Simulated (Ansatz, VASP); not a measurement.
In2S in VASP and in Ansatz

```
S In
1.0
     0.00000    3.59730    3.59730
     3.59730    0.00000    3.59730
     3.59730    3.59730    0.00000
S In
1 2
Cartesian
  0.0000 0.0000 0.0000
  1.7987 1.7987 1.7987
  5.3960 5.3960 5.3960
```

Alike in both runs: task single point; functional PBE; k mesh 8 × 8 × 8; occupations gaussian, width 0.02 eV; no spin polarisation.

```csv
,VASP,Ansatz
version,VASP 6.6.1,Ansatz 0.2.0
potentials or method,"VASP PAW PBE potentials, release 64 (S, In_d), cutoff 500 eV","scalar-relativistic, plane waves, PAW"
valence electrons in the cell,32,32
```

|  | VASP | Ansatz | Ansatz less VASP |
| --- | --- | --- | --- |
| gap on the k mesh at the Fermi level (eV) | none | none | - |
| pressure (GPa) | 0.0 | 0.0 | +0.03 |

A gap of «none» marks a metal or a gap that the smearing closes.
